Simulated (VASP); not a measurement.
# CrB3 (I4/mmm) in VASP: single point with PBE

Aim: the single point of CrB3 with PBE.

Program: VASP 6.6.1. These are calculated values, not measurements. Logs are shortened: lines on timing, memory, paths and dates and some standing lists are left out, and cuts for length are marked.

## 1. The cell of the first run

It takes space group I4/mmm (No. 139, tetragonal). The conventional cell has a = 2.895 Å, b = 2.895 Å, c = 6.781 Å, α = 90.00°, β = 90.00°, γ = 90.00°. Within 2.7 Å of Cr (site symmetry 4/mmm) lie 12 B at 2.05 to 2.23 Å. Within 2.7 Å of B (site symmetry 4/mmm) lie 4 Cr at 2.05 Å and 8 B at 2.23 Å. B (site symmetry -4m2) has 8 B at 2.05 to 2.23 Å and 4 Cr at 2.23 Å within 2.7 Å.

## 2. Single point, PBE

Contents of INCAR:

```
SYSTEM = CrB3
PREC     = Accurate       ! precision mode
ENCUT    = 520            ! plane-wave cutoff, eV
EDIFF    = 1E-7           ! SCF threshold, eV
ISMEAR   = 0              ! smearing method
SIGMA    = 0.1            ! smearing width, eV
LREAL    = .False.        ! projectors in reciprocal space
LASPH    = .True.         ! aspherical terms in the spheres
NELM     = 80             ! most SCF steps
ALGO     = Normal         ! electronic algorithm
ISIF     = 2              ! what is computed and relaxed
LWAVE    = .False.        ! write WAVECAR
LCHARG   = .False.        ! write CHGCAR
GGA      = PE             ! functional
NBANDS   = 18             ! bands
```

Contents of KPOINTS:

```
Automatic mesh
0
Gamma
  22 22 22
  0 0 0
```

Contents of POSCAR:

```
CrB3
1.0
   -1.4474512547      1.4474512547      3.3904721533
    1.4474512547     -1.4474512547      3.3904721533
    1.4474512547      1.4474512547     -3.3904721533
Cr B
1 3
Direct
    0.0000000000      0.0000000000      0.0000000000
    0.5000000000      0.5000000000      0.0000000000
    0.2500000000      0.7500000000      0.5000000000
    0.7500000000      0.2500000000      0.5000000000
```

Potentials or basis: VASP PAW PBE potentials, release 64 (Cr_pv, B).

On the command line:

```sh
$ cat potpaw_PBE.64/Cr_pv/POTCAR potpaw_PBE.64/B/POTCAR > POTCAR
$ mpirun -np 1 vasp_std > vasp.out
```

OUTCAR:

```text
SYSTEM = CrB3
   PREC = Accurate
   ENCUT = 520
   EDIFF = 1E-7
   ISMEAR = 0
   LREAL = .False.
   LASPH = .True.
   NELM = 80
   ISIF = 2
   GGA = PE

 ion  position               nearest neighbor table
   1  0.000  0.000  0.000-   2 2.05   2 2.05   2 2.05   2 2.05   4 2.23   3 2.23   4 2.23   3 2.23
                             4 2.23   4 2.23   3 2.23   3 2.23
   2  0.500  0.500  0.000-   1 2.05   1 2.05   1 2.05   1 2.05
   3  0.250  0.750  0.500-   4 2.05   4 2.05   4 2.05   4 2.05   1 2.23   1 2.23   1 2.23   1 2.23

   4  0.750  0.250  0.500-   3 2.05   3 2.05   3 2.05   3 2.05   1 2.23   1 2.23   1 2.23   1 2.23

  LATTYP: Found a body centered tetragonal cell.
 ALAT       =     2.8949025094
 C/A-ratio  =     2.3423739779

  Lattice vectors:

 A1 = (  -1.4474512547,   1.4474512547,   3.3904721533)
 A2 = (   1.4474512547,  -1.4474512547,   3.3904721533)
 A3 = (   1.4474512547,   1.4474512547,  -3.3904721533)

Analysis of symmetry for initial positions (statically):
=====================================================================
 Subroutine PRICEL returns:
 Original cell was already a primitive cell.

 Routine SETGRP: Setting up the symmetry group for a
 body centered tetragonal supercell.

 Subroutine GETGRP returns: Found 16 space group operations
 (whereof 16 operations were pure point group operations)
 out of a pool of 16 trial point group operations.

The static configuration has the point symmetry D_4h.

Analysis of symmetry for dynamics (positions and initial velocities):
=====================================================================
 Subroutine PRICEL returns:
 Original cell was already a primitive cell.

 Routine SETGRP: Setting up the symmetry group for a
 body centered tetragonal supercell.

 Subroutine GETGRP returns: Found 16 space group operations
 (whereof 16 operations were pure point group operations)
 out of a pool of 16 trial point group operations.

The dynamic configuration has the point symmetry D_4h.

 Subroutine INISYM returns: Found 16 space group operations
 (whereof 16 operations are pure point group operations),
 and found     1 'primitive' translations

----------------------------------------------------------------------------------------

                                     Primitive cell

  volume of cell :      28.4137

  direct lattice vectors                    reciprocal lattice vectors
    -1.447451255  1.447451255  3.390472153     0.000000000  0.345434776  0.147472086
     1.447451255 -1.447451255  3.390472153     0.345434776  0.000000000  0.147472086
     1.447451255  1.447451255 -3.390472153     0.345434776  0.345434776  0.000000000

  length of vectors
     3.960496395  3.960496395  3.960496395     0.375597125  0.375597125  0.488518545

  position of ions in fractional coordinates (direct lattice)
     0.000000000  0.000000000  0.000000000
     0.500000000  0.500000000  0.000000000
     0.250000000  0.750000000  0.500000000
     0.750000000  0.250000000  0.500000000

  ion indices of the primitive-cell ions
   primitive index   ion index
                 1           1
                 2           2
                 3           3
                 4           4

----------------------------------------------------------------------------------------

 KPOINTS: Automatic mesh

Automatic generation of k-mesh.
 Grid dimensions read from file:
 generate k-points for:   22   22   22

 Generating k-lattice:

  Cartesian coordinates                     Fractional coordinates (reciprocal lattice)
     0.000000000  0.015701581  0.006703277     0.045454545 -0.000000000  0.000000000
     0.015701581  0.000000000  0.006703277    -0.000000000  0.045454545  0.000000000
     0.015701581  0.015701581  0.000000000     0.000000000  0.000000000  0.045454545

  Length of vectors
     0.017072597  0.017072597  0.022205388

  Shift w.r.t. Gamma in fractional coordinates (k-lattice)
     0.000000000  0.000000000  0.000000000

 Subroutine IBZKPT returns following result:
 ===========================================

 Found    834 irreducible k-points:

 Following reciprocal coordinates:
            Coordinates               Weight
  0.000000  0.000000  0.000000      1.000000
  0.045455  0.000000 -0.000000      8.000000
  0.090909  0.000000 -0.000000      8.000000
  0.136364 -0.000000  0.000000      8.000000
  0.181818  0.000000 -0.000000      8.000000
  0.227273  0.000000 -0.000000      8.000000
[... 16 lines left out ...]
  0.500000  0.045455  0.000000     16.000000
 -0.454545  0.045455  0.000000     16.000000
 [... further k-points ...]
   k-points           NKPTS =    834   k-points in BZ     NKDIM =    834   number of bands    NBANDS=     18
   number of dos      NEDOS =    301   number of ions     NIONS =      4
   total plane-waves  NPLWV =  27000
   dimension x,y,z NGX =    30 NGY =   30 NGZ =   30
   dimension x,y,z NGXF=    60 NGYF=   60 NGZF=   60
   ions per type =               1   3
   NGX,Y,Z   is equivalent  to a cutoff of  12.59, 12.59, 12.59 a.u.
   NGXF,Y,Z  is equivalent  to a cutoff of  25.19, 25.19, 25.19 a.u.
 SYSTEM =  CrB3
   PREC   = accura    normal or accurate (medium, high low for compatibility)
   ISTART =      0    job   : 0-new  1-cont  2-samecut
   ICHARG =      2    charge: 1-file 2-atom 10-const
   ISPIN  =      1    spin polarized calculation?
   LNONCOLLINEAR =      F non collinear calculations
   LSORBIT =      F    spin-orbit coupling
   LASPH  =      T    aspherical Exc in radial PAW
   ENCUT  =  520.0 eV  38.22 Ry    6.18 a.u.   7.36  7.36  7.36*2*pi/ulx,y,z
   NELM   =     80;   NELMIN=  2; NELMDL= -5     # of ELM steps
   EDIFF  = 0.1E-06   stopping-criterion for ELM
   LREAL  =      F    real-space projection
   EDIFFG = 0.1E-05   stopping-criterion for IOM
   NSW    =      0    number of steps for IOM
   IBRION =     -1    ionic relax: 0-MD 1-quasi-New 2-CG
   NFREE  =      0    steps in history (QN), initial steepest desc. (CG)
   ISIF   =      2    stress and relaxation
   ISYM   =      2    0-nonsym 1-usesym 2-fastsym
   POTIM  = 0.5000    time-step for ionic-motion
   TEBEG  =    0.0;   TEEND  =   0.0 temperature during run
   PSTRESS=    0.0 pullay stress
   NELECT =      21.0000    total number of electrons
   NUPDOWN=      -1.0000    fix difference up-down
   EMIN   =  10.00;   EMAX   =-10.00  energy-range for DOS
   EFERMI =   0.00;   METHOD = LEGACY
   ISMEAR =     0;   SIGMA  =   0.10  broadening in eV -4-tet -1-fermi 0-gaus
   EFERMI_NEDOS =   21; number of points for ismear=-14 and -15
   IALGO  =     38    algorithm
   IMIX   =      4    mixing-type and parameters
     AMIX     =   0.40;   BMIX     =  1.00
     AMIX_MAG =   1.60;   BMIX_MAG =  1.00
  volume/ion in A,a.u.               =       7.10        47.94
  Fermi-wavevector in a.u.,A,eV,Ry     =   1.480148  2.797075 29.808175  2.190839
  Thomas-Fermi vector in A             =   2.594218
   LORBIT       =      0    0 simple, 1 ext, 2 COOP (PROOUT), +10 PAW based schemes
   GGA     = PE    functional components
   LHFCALC =     F    Hartree Fock is set to
   AEXX    =    0.0000 exact exchange contribution
   IVDW    =     0    specifies the selected vdW correction
   LEPSILON=     F    determine dielectric tensor
   LRPA    =     F    only Hartree local field effects (RPA)
 non-spin polarized calculation
 Gauss-broadening in eV      SIGMA  =   0.10
  energy-cutoff  :      520.00
  volume of cell :       28.41
 maximum number of plane-waves:       789
 NGX is ok and might be reduce to    30
   NGX = 15   NGY = 15   NGZ = 15

 number of electron      20.9999996 magnetization

 Free energy of the ion-electron system (eV)
  ---------------------------------------------------
  ext. energy  EPLUGINS =         0.00000000
  ---------------------------------------------------
  free energy    TOTEN  =       -28.70173053 eV

  energy without entropy =      -28.69251906  energy(sigma->0) =      -28.69712479

 E-fermi :  11.2556     XC(G=0): -13.4161

 val. band max:       11.2532326543   @ k =  -0.3182  -0.3636   0.0455
 cond. band min:      11.2565258311   @ k =   0.4545   0.3182   0.0000
 fundamental gap:      0.0032931768
 Fermi energy:        11.2555538219

 k-point     1 :       0.0000    0.0000    0.0000
  band No.  band energies     occupation
      1     -32.4211      2.00000
      2     -32.4211      2.00000
      3     -32.2626      2.00000
      4      -4.7977      2.00000
      5       4.6234      2.00000
      6       5.0506      2.00000
[... 10 lines left out ...]
     17      16.1347      0.00000
     18      18.3616      0.00000

 k-point     2 :       0.0455    0.0000   -0.0000
  band No.  band energies     occupation
      1     -32.4249      2.00000
      2     -32.4207      2.00000
      3     -32.2623      2.00000
      4      -4.7585      2.00000
      5       4.4115      2.00000
      6       5.2482      2.00000
[... 10 lines left out ...]
     17      16.4471      0.00000
     18      18.2533      0.00000

 k-point     3 :       0.0909    0.0000   -0.0000
  band No.  band energies     occupation
      1     -32.4357      2.00000
      2     -32.4195      2.00000
      3     -32.2615      2.00000
      4      -4.6412      2.00000
      5       4.0693      2.00000
      6       5.5166      2.00000
[... 10 lines left out ...]
     17      17.1066      0.00000
     18      18.2410      0.00000

 k-point     4 :       0.1364   -0.0000    0.0000
  band No.  band energies     occupation
      1     -32.4527      2.00000
      2     -32.4175      2.00000
      3     -32.2603      2.00000
      4      -4.4472      2.00000
      5       3.7091      2.00000
      6       5.6001      2.00000
[... 375 lines left out ...]
      4      -1.1231      2.00000
      5       0.0251      2.00000
      6       3.3452      2.00000
[... 10 lines left out ...]
     17      17.6228      0.00000
     18      18.2554      0.00000

 k-point    23 :       0.5000    0.0455    0.0000
  band No.  band energies     occupation
      1     -32.6014      2.00000
      2     -32.4039      2.00000
      3     -32.2489      2.00000
      4      -0.6485      2.00000
      5      -0.4696      2.00000
      6       3.3744      2.00000
[... 10 lines left out ...]
     17      17.5270      0.00000
     18      18.2550      0.00000

 k-point    24 :      -0.4545    0.0455    0.0000
  band No.  band energies     occupation
      1     -32.5978      2.00000
      2     -32.4043      2.00000
      3     -32.2490      2.00000
      4      -1.2945      2.00000
      5       0.1916      2.00000
      6       3.4839      2.00000
[... 10 lines left out ...]
     17      17.8682      0.00000
     18      18.2573      0.00000

 [... further k-points ...]

------------------------ aborting loop because EDIFF is reached ----------------------------------------

  FORCE on cell =-STRESS in cart. coord.  units (eV):
  Direction    XX          YY          ZZ          XY          YZ          ZX
  --------------------------------------------------------------------------------------
  -------------------------------------------------------------------------------------
  Total       -0.0007055     -0.0007055     -0.0323660      0.0000000      0.0000000      0.0000000
  in kB       -0.0397815     -0.0397815     -1.8250376      0.0000000      0.0000000      0.0000000
  external PRESSURE =      -0.6348669 kB  Pullay stress =       0.0000000 kB

 VOLUME and BASIS-vectors are now :
 -----------------------------------------------------------------------------
  energy-cutoff  :      520.00
  volume of cell :       28.41
      direct lattice vectors                 reciprocal lattice vectors
    -1.447451255  1.447451255  3.390472153     0.000000000  0.345434776  0.147472086
     1.447451255 -1.447451255  3.390472153     0.345434776  0.000000000  0.147472086
     1.447451255  1.447451255 -3.390472153     0.345434776  0.345434776  0.000000000

 POSITION                                       TOTAL-FORCE (eV/Angst)
 -----------------------------------------------------------------------------------
      0.00000      0.00000      0.00000         0.000000     -0.000000      0.000000
      0.00000      0.00000      3.39047         0.000000     -0.000000      0.000000
      1.44745     -0.00000      1.69524         0.000000      0.000000     -0.000000
     -0.00000      1.44745      1.69524        -0.000000      0.000000     -0.000000
 -----------------------------------------------------------------------------------
    total drift:                               -0.000000      0.000000      0.000000

  FREE ENERGIE OF THE ION-ELECTRON SYSTEM (eV)
  ---------------------------------------------------
  free  energy   TOTEN  =       -28.7017305277 eV

  energy  without entropy=      -28.6925190597  energy(sigma->0) =      -28.69712479
```

It took 8.9 min on 1 thread of Intel Xeon Platinum 8488C (Sapphire Rapids), shared host; peak memory 0.5 GiB.

What came out:

| Property | Result |
| --- | --- |
| Free energy | -28.7017 eV |
| Pressure | -0.1 GPa |
| Band gap on the k mesh | zero (an odd number of electrons rules out a gap without spin polarisation) |

Stress tensor (GPa, compression positive):
```
 0.00  0.00  0.00
 0.00  0.00  0.00
 0.00  0.00 -0.18
```

Levels at points of the mesh, in eV from the Fermi level:
| k point | band 6 | band 7 | band 8 | band 9 | band 10 | band 11 | band 12 | band 13 | band 14 | band 15 |
| --- | --- | --- | --- | --- | --- | --- | --- | --- | --- | --- |
| (0.00, 0.00, 0.00) | -6.20 | -4.67 | -4.46 | -4.46 | -0.78 | 0.71 | 0.71 | 2.81 | 2.81 | 3.21 |
| (0.50, 0.00, 0.00) | -7.90 | -5.49 | -4.69 | -3.20 | -1.66 | 0.41 | 1.51 | 2.07 | 3.82 | 4.23 |
| (0.50, 0.50, 0.00) | -7.96 | -7.57 | -5.86 | -5.16 | -4.40 | 0.46 | 0.98 | 2.80 | 2.82 | 2.88 |
| (0.50, 0.50, 0.50) | -4.71 | -3.72 | -3.72 | -2.37 | -1.01 | -1.01 | -0.72 | 4.24 | 4.24 | 4.50 |

Caveat: the run has no spin polarisation, though such a crystal can be magnetic.
